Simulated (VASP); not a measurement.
Write the native input for VASP 6.6.1 that does the following.

```yaml
Task: single point
Functional: r2SCAN
Potentials_or_basis: VASP PAW PBE potentials, release 64 (Ta_pv, N)
Cutoff: 520 eV
k_mesh: 12 × 12 × 18
Occupations: gaussian, width 0.15 eV
Spin: no spin polarisation
Dipole_correction: no
Further_INCAR_settings: ALGO = Normal; EDIFF = 1e-06; NBANDS = 33
```

The system is TaN.

```
Ta N
1.0
     4.89304    0.00000    0.00000
    -2.44652    4.23750    0.00000
     0.00000    0.00000    3.28650
Ta N
3 3
Direct
  0.33333 0.66667 0.50000
  0.66667 0.33333 0.50000
  0.00000 0.00000 0.00000
  0.39241 0.00000 0.00000
  0.60759 0.60759 0.00000
  0.00000 0.39241 0.00000
```

This cell differs from its parent crystal: ratio of the length along z to the lengths across it x 1.2, volume and fractional coordinates fixed.

The input as run:

POSCAR

```
TaN
1.0
    4.8930390017      0.0000000000      0.0000000000
   -2.4465195008      4.2374960771      0.0000000000
    0.0000000000      0.0000000000      3.2865035204
Ta N
3 3
Direct
    0.3333333333      0.6666666667      0.5000000000
    0.6666666667      0.3333333333      0.5000000000
    0.0000000000      0.0000000000      0.0000000000
    0.3924063645      0.0000000000      0.0000000000
    0.6075936355      0.6075936355      0.0000000000
    0.0000000000      0.3924063645      0.0000000000
```

INCAR.step1

```
PREC = Accurate
ENCUT = 520
ISMEAR = 0
SIGMA = 0.15
LREAL = False
LASPH = True
NELM = 80
NBANDS = 33
GGA = PE
ALGO = Normal
EDIFF = 1E-4
LWAVE = True
LCHARG = False
```

INCAR.step2

```
PREC = Accurate
ENCUT = 520
EDIFF = 1E-6
ISMEAR = 0
SIGMA = 0.15
LREAL = False
LASPH = True
NELM = 80
ALGO = Normal
ISIF = 2
LWAVE = False
LCHARG = False
METAGGA = R2SCAN
LMIXTAU = True
NBANDS = 33
ISTART = 1
```

KPOINTS

```
Automatic mesh
0
Gamma
  12 12 18
```

Potentials or basis: VASP PAW PBE potentials, release 64 (Ta_pv, N).

Run with:

```bash
$ cat potpaw_PBE.64/Ta_pv/POTCAR potpaw_PBE.64/N/POTCAR > POTCAR
$ cp INCAR.step1 INCAR
$ mpirun -np 1 vasp_std > vasp.out
$ cp INCAR.step2 INCAR
$ mpirun -np 1 vasp_std > vasp.out
```

Results of the run:

```
Pressure               : 7.4 GPa
Largest force          : 1.326 eV/Å
Band gap on the k mesh : zero (band 24 reaches 7.77 eV, above the bottom of band 25 at 7.57 eV)
```

Caveat: the PAW data sets were made with another functional, which shifts forces and pressure a little; spin-orbit coupling is left out, which moves the levels of the heavy elements.

Wall time 5.8 min on 1 thread of Intel(R) Xeon(R) 6975P-C (Granite Rapids), with other jobs on the host, peak memory 0.43 GiB.
